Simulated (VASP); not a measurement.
# Co (P6_3/mmc) in VASP: notebook

Runs on Co. Level: PBE. Tasks: single point, relaxation of cell and atoms.

Program: VASP 6.6.1. These are calculated values, not measurements. Logs are shortened: lines on timing, memory, paths and dates and some standing lists are left out, and cuts for length are marked.

### 1 The cell of the first run

Symmetry: P6_3/mmc, No. 194, hexagonal system. Conventional cell: a = 2.513 Å, b = 2.513 Å, c = 8.179 Å, α = 90.00°, β = 90.00°, γ = 120.00°. Within 3.3 Å of Co (site symmetry -3m) lie 12 Co at 2.51 Å. Co (site symmetry -6m2) has 12 Co at 2.51 Å within 3.3 Å.

### 2 Single point, PBE (volume scaled by 1.08)

The input, INCAR:

```
ALGO     = Normal         # electronic algorithm
EDIFF    = 1E-6           # SCF threshold, eV
ENCUT    = 520            # plane-wave cutoff, eV
GGA      = PE             # functional
ISIF     = 2              # what is computed and relaxed
ISMEAR   = -1             # smearing method
LASPH    = T              # aspherical terms in the spheres
LCHARG   = T              # write CHGCAR
LELF     = T              # ELF
LREAL    = F              # projectors in reciprocal space
LVHAR    = T            
LWAVE    = F              # write WAVECAR
NBANDS   = 26             # bands
NELM     = 60             # most SCF steps
PREC     = Accurate       # precision mode
SIGMA    = 0.1            # smearing width, eV
```

The input, KPOINTS:

```
k-points
0
Gamma
  17 17 5
```

The input, POSCAR:

```
Co
1.0
    2.5125212669      0.0000000000      0.0000000000
   -1.2562606335      2.1759072446      0.0000000000
    0.0000000000      0.0000000000      8.1788763551
Co
4
Direct
    0.0000000000      1.0000000000      1.0000000000
    0.0000000000      1.0000000000      0.5000000000
    0.3333333333      0.6666666667      0.2500000000
    0.6666666667      0.3333333333      0.7500000000
```

Potentials or basis: VASP PAW PBE potentials, release 64 (Co).

Run with:

```
$ cat potpaw_PBE.64/Co/POTCAR > POTCAR
$ mpirun -np 1 vasp_std > vasp.out
```

OUTCAR:

```text
EDIFF = 1E-6
   ENCUT = 520
   GGA = PE
   ISIF = 2
   ISMEAR = -1
   LASPH = T
   LREAL = F
   NELM = 60
   PREC = Accurate

 ion  position               nearest neighbor table
   1  0.000  0.000  0.000-   3 2.51   4 2.51   3 2.51   4 2.51   4 2.51   3 2.51
   2  0.000  0.000  0.500-   3 2.51   4 2.51   3 2.51   4 2.51   4 2.51   3 2.51
   3  0.333  0.667  0.250-   1 2.51   2 2.51   1 2.51   2 2.51   1 2.51   2 2.51
   4  0.667  0.333  0.750-   1 2.51   2 2.51   1 2.51   2 2.51   1 2.51   2 2.51

  LATTYP: Found a hexagonal cell.
 ALAT       =     2.5125212669
 C/A-ratio  =     3.2552466174

  Lattice vectors:

 A1 = (   2.5125212669,   0.0000000000,   0.0000000000)
 A2 = (  -1.2562606335,   2.1759072446,   0.0000000000)
 A3 = (   0.0000000000,   0.0000000000,   8.1788763551)

Analysis of symmetry for initial positions (statically):
=====================================================================
 Subroutine PRICEL returns:
 Original cell was already a primitive cell.

 Routine SETGRP: Setting up the symmetry group for a
 hexagonal supercell.

 Subroutine GETGRP returns: Found 24 space group operations
 (whereof 12 operations were pure point group operations)
 out of a pool of 24 trial point group operations.

The static configuration has the point symmetry D_3d.
 The point group associated with its full space group is D_6h.

Analysis of symmetry for dynamics (positions and initial velocities):
=====================================================================
 Subroutine PRICEL returns:
 Original cell was already a primitive cell.

 Routine SETGRP: Setting up the symmetry group for a
 hexagonal supercell.

 Subroutine GETGRP returns: Found 24 space group operations
 (whereof 12 operations were pure point group operations)
 out of a pool of 24 trial point group operations.

The dynamic configuration has the point symmetry D_3d.
 The point group associated with its full space group is D_6h.

 Subroutine INISYM returns: Found 24 space group operations
 (whereof 12 operations are pure point group operations),
 and found     1 'primitive' translations

----------------------------------------------------------------------------------------

                                     Primitive cell

  volume of cell :      44.7140

  direct lattice vectors                    reciprocal lattice vectors
     2.512521267  0.000000000  0.000000000     0.398006581  0.229789207  0.000000000
    -1.256260633  2.175907245  0.000000000     0.000000000  0.459578414  0.000000000
     0.000000000  0.000000000  8.178876355     0.000000000  0.000000000  0.122266184

  length of vectors
     2.512521267  2.512521267  8.178876355     0.459578414  0.459578414  0.122266184

  position of ions in fractional coordinates (direct lattice)
     0.000000000  0.000000000  0.000000000
     0.000000000  0.000000000  0.500000000
     0.333333333  0.666666667  0.250000000
     0.666666667  0.333333333  0.750000000

  ion indices of the primitive-cell ions
   primitive index   ion index
                 1           1
                 2           2
                 3           3
                 4           4

----------------------------------------------------------------------------------------

 KPOINTS: k-points

Automatic generation of k-mesh.
 Grid dimensions read from file:
 generate k-points for:   17   17    5

 Generating k-lattice:

  Cartesian coordinates                     Fractional coordinates (reciprocal lattice)
     0.023412152  0.013517012  0.000000000     0.058823529 -0.000000000  0.000000000
     0.000000000  0.027034024  0.000000000     0.000000000  0.058823529  0.000000000
     0.000000000  0.000000000  0.024453237     0.000000000  0.000000000  0.200000000

  Length of vectors
     0.027034024  0.027034024  0.024453237

  Shift w.r.t. Gamma in fractional coordinates (k-lattice)
     0.000000000  0.000000000  0.000000000

 Subroutine IBZKPT returns following result:
 ===========================================

 Found     99 irreducible k-points:

 Following reciprocal coordinates:
            Coordinates               Weight
  0.000000  0.000000  0.000000      1.000000
  0.058824  0.000000  0.000000      6.000000
  0.117647 -0.000000  0.000000      6.000000
  0.176471 -0.000000  0.000000      6.000000
  0.235294 -0.000000  0.000000      6.000000
  0.294118  0.000000  0.000000      6.000000
[... 16 lines left out ...]
  0.411765  0.117647  0.000000     12.000000
  0.176471  0.176471  0.000000      6.000000
 [... further k-points ...]
   k-points           NKPTS =     99   k-points in BZ     NKDIM =     99   number of bands    NBANDS=     26
   number of dos      NEDOS =    301   number of ions     NIONS =      4
   total plane-waves  NPLWV =  25600
   dimension x,y,z NGX =    20 NGY =   20 NGZ =   64
   dimension x,y,z NGXF=    40 NGYF=   40 NGZF=  128
   ions per type =               4
   NGX,Y,Z   is equivalent  to a cutoff of  13.23, 13.23, 13.01 a.u.
   NGXF,Y,Z  is equivalent  to a cutoff of  26.47, 26.47, 26.02 a.u.
 SYSTEM =  unknown system
   PREC   = accura    normal or accurate (medium, high low for compatibility)
   ISTART =      0    job   : 0-new  1-cont  2-samecut
   ICHARG =      2    charge: 1-file 2-atom 10-const
   ISPIN  =      1    spin polarized calculation?
   LNONCOLLINEAR =      F non collinear calculations
   LSORBIT =      F    spin-orbit coupling
   LASPH  =      T    aspherical Exc in radial PAW
   ENCUT  =  520.0 eV  38.22 Ry    6.18 a.u.   4.67  4.67 15.21*2*pi/ulx,y,z
   NELM   =     60;   NELMIN=  2; NELMDL= -5     # of ELM steps
   EDIFF  = 0.1E-05   stopping-criterion for ELM
   LREAL  =      F    real-space projection
   EDIFFG = 0.1E-04   stopping-criterion for IOM
   NSW    =      0    number of steps for IOM
   IBRION =     -1    ionic relax: 0-MD 1-quasi-New 2-CG
   NFREE  =      0    steps in history (QN), initial steepest desc. (CG)
   ISIF   =      2    stress and relaxation
   ISYM   =      2    0-nonsym 1-usesym 2-fastsym
   POTIM  = 0.5000    time-step for ionic-motion
   TEBEG  =    0.0;   TEEND  =   0.0 temperature during run
   PSTRESS=    0.0 pullay stress
   NELECT =      36.0000    total number of electrons
   NUPDOWN=      -1.0000    fix difference up-down
   EMIN   =  10.00;   EMAX   =-10.00  energy-range for DOS
   EFERMI =   0.00;   METHOD = LEGACY
   ISMEAR =    -1;   SIGMA  =   0.10  broadening in eV -4-tet -1-fermi 0-gaus
   EFERMI_NEDOS =   21; number of points for ismear=-14 and -15
   IALGO  =     38    algorithm
   IMIX   =      4    mixing-type and parameters
     AMIX     =   0.40;   BMIX     =  1.00
     AMIX_MAG =   1.60;   BMIX_MAG =  1.00
  volume/ion in A,a.u.               =      11.18        75.44
  Fermi-wavevector in a.u.,A,eV,Ry     =   1.522981  2.878016 31.558309  2.319470
  Thomas-Fermi vector in A             =   2.631486
   LORBIT       =      0    0 simple, 1 ext, 2 COOP (PROOUT), +10 PAW based schemes
   GGA     = PE    functional components
   LHFCALC =     F    Hartree Fock is set to
   AEXX    =    0.0000 exact exchange contribution
   IVDW    =     0    specifies the selected vdW correction
   LEPSILON=     F    determine dielectric tensor
   LRPA    =     F    only Hartree local field effects (RPA)
 non-spin polarized calculation
  energy-cutoff  :      520.00
  volume of cell :       44.71
 maximum number of plane-waves:      1225
 NGX is ok and might be reduce to    20
   NGX =  9   NGY =  9   NGZ = 31

 number of electron      36.0000019 magnetization

 Free energy of the ion-electron system (eV)
  ---------------------------------------------------
  ext. energy  EPLUGINS =         0.00000000
  ---------------------------------------------------
  free energy    TOTEN  =       -27.28771333 eV

  energy without entropy =      -26.92355258  energy(sigma->0) =      -27.10563295

 E-fermi :   9.6725     XC(G=0): -13.2458

 val. band max:        9.6696476520   @ k =   0.4118   0.0000   0.2000
 cond. band min:       9.6746837426   @ k =   0.0000   0.0000   0.4000
 fundamental gap:      0.0050360906
 Fermi energy:         9.6724859495

 k-point     1 :       0.0000    0.0000    0.0000
  band No.  band energies     occupation
      1       1.0914      2.00000
      2       3.3093      2.00000
      3       3.3105      2.00000
      4       5.2796      2.00000
      5       7.5709      2.00000
      6       7.5799      2.00000
[... 18 lines left out ...]
     25      16.2675      0.00000
     26      24.5207      0.00000

 k-point     2 :       0.0588    0.0000    0.0000
  band No.  band energies     occupation
      1       1.2110      2.00000
      2       3.4136      2.00000
      3       3.4150      2.00000
      4       5.3590      2.00000
      5       7.4941      2.00000
      6       7.5426      2.00000
[... 18 lines left out ...]
     25      16.2833      0.00000
     26      24.6038      0.00000

 k-point     3 :       0.1176   -0.0000    0.0000
  band No.  band energies     occupation
      1       1.5646      2.00000
      2       3.7149      2.00000
      3       3.7165      2.00000
      4       5.5811      2.00000
      5       7.3238      2.00000
      6       7.4466      2.00000
[... 18 lines left out ...]
     25      16.3364      0.00000
     26      24.8481      0.00000

 k-point     4 :       0.1765   -0.0000    0.0000
  band No.  band energies     occupation
      1       2.1343      2.00000
      2       4.1719      2.00000
      3       4.1741      2.00000
      4       5.8909      2.00000
      5       7.1408      2.00000
      6       7.2972      2.00000
[... 18 lines left out ...]
     25      16.4421      0.00000
     26      25.1461      0.00000
[... 496 lines left out ...]
      1       5.3920      2.00000
      2       5.5845      2.00000
      3       5.8059      2.00000
      4       6.2158      2.00000
      5       6.6068      2.00000
      6       6.6777      2.00000
[... 18 lines left out ...]
     25      17.8172      0.00000
     26      18.2033      0.00000

 k-point    23 :       0.4118    0.1176    0.0000
  band No.  band energies     occupation
      1       5.5141      2.00000
      2       5.5676      2.00000
      3       5.9562      2.00000
      4       6.2491      2.00000
      5       6.6065      2.00000
      6       6.6248      2.00000
[... 18 lines left out ...]
     25      17.1981      0.00000
     26      17.2147      0.00000

 k-point    24 :       0.1765    0.1765    0.0000
  band No.  band energies     occupation
      1       3.9711      2.00000
      2       5.3600      2.00000
      3       5.3609      2.00000
      4       6.5534      2.00000
      5       6.6588      2.00000
      6       6.8348      2.00000
[... 18 lines left out ...]
     25      17.0631      0.00000
     26      21.9849      0.00000

 [... further k-points ...]

------------------------ aborting loop because EDIFF is reached ----------------------------------------

  FORCE on cell =-STRESS in cart. coord.  units (eV):
  Direction    XX          YY          ZZ          XY          YZ          ZX
  --------------------------------------------------------------------------------------
  -------------------------------------------------------------------------------------
  Total       -4.5737497     -4.5737497     -4.6208213      0.0000000      0.0000000     -0.0000000
  in kB     -163.8850003   -163.8850003   -165.5716556      0.0000000      0.0000000     -0.0000000
  external PRESSURE =    -164.4472187 kB  Pullay stress =       0.0000000 kB

 VOLUME and BASIS-vectors are now :
 -----------------------------------------------------------------------------
  energy-cutoff  :      520.00
  volume of cell :       44.71
      direct lattice vectors                 reciprocal lattice vectors
     2.512521267  0.000000000  0.000000000     0.398006581  0.229789207  0.000000000
    -1.256260633  2.175907245  0.000000000     0.000000000  0.459578414  0.000000000
     0.000000000  0.000000000  8.178876355     0.000000000  0.000000000  0.122266184

 POSITION                                       TOTAL-FORCE (eV/Angst)
 -----------------------------------------------------------------------------------
      0.00000      0.00000      0.00000        -0.000000      0.000000      0.000000
      0.00000      0.00000      4.08944        -0.000000      0.000000      0.000000
     -0.00000      1.45060      2.04472         0.000000      0.000000     -0.000000
      1.25626      0.72530      6.13416        -0.000000     -0.000000      0.000000
 -----------------------------------------------------------------------------------
    total drift:                                0.000000     -0.000000      0.000000

  FREE ENERGIE OF THE ION-ELECTRON SYSTEM (eV)
  ---------------------------------------------------
  free  energy   TOTEN  =       -27.2877133268 eV

  energy  without entropy=      -26.9235525794  energy(sigma->0) =      -27.10563295
```

It took 2.2 min on 1 thread of AMD EPYC 7R13, shared host; peak memory 0.19 GiB.

Results:

```
Free energy            : -27.2877 eV
Pressure               : -16.4 GPa
Band gap on the k mesh : zero (band 18 reaches 10.00 eV, above the bottom of band 19 at 9.11 eV)
```

Caveat: the cell differs from its parent crystal (volume scaled by 1.08); the run has no spin polarisation, though such a crystal can be magnetic.

### 3 Single point, PBE

This run uses another cell than the first one, of 10.35 Å³/atom, 0.926 times its volume.

The input, INCAR:

```
SYSTEM = Co
PREC = Accurate
ENCUT = 520
EDIFF = 1E-6
ISMEAR = -1
SIGMA = 0.1
LREAL = .False.
LASPH = .True.
NELM = 60
ALGO = Normal
ISIF = 2
LWAVE = .False.
LCHARG = .False.
GGA = PE
NBANDS = 26
```

The input, KPOINTS:

```
regular mesh
0
Gamma
  19 19 6
  0 0 0
```

The input, POSCAR:

```
Co
1.0
    2.4488855840      0.0000000000      0.0000000000
   -1.2244427920      2.1207971267      0.0000000000
    0.0000000000      0.0000000000      7.9717265137
Co
4
Direct
    0.0000000000      1.0000000000      1.0000000000
    0.0000000000      1.0000000000      0.5000000000
    0.3333333333      0.6666666667      0.2500000000
    0.6666666667      0.3333333333      0.7500000000
```

Potentials or basis: VASP PAW PBE potentials, release 64 (Co).

Run with:

```
$ cat potpaw_PBE.64/Co/POTCAR > POTCAR
$ mpirun -np 1 vasp_std > vasp.out
```

Wall time 3.1 min (1 thread of AMD EPYC 7R13, shared host); peak memory 0.22 GiB.

The run converged. Its results:

| Item | Value |
| --- | --- |
| Free energy | -27.4792 eV |
| Pressure | -0.9 GPa |
| Band gap on the k mesh | zero (band 18 reaches 11.21 eV, above the bottom of band 19 at 10.14 eV) |

Levels at points of the mesh, in eV from the Fermi level:
```
           k point  band 15  band 16  band 17  band 18  band 19  band 20  band 21  band 22
(0.00, 0.00, 0.00)    -1.60    -0.84    -0.84    -0.47    -0.47    -0.19    -0.19    -0.10
(0.00, 0.00, 0.50)    -1.58    -1.58    -0.65    -0.65    -0.65    -0.65     0.07     0.07
```

Caveat: the run has no spin polarisation, though such a crystal can be magnetic.

(Continued in part 2 of 2.)
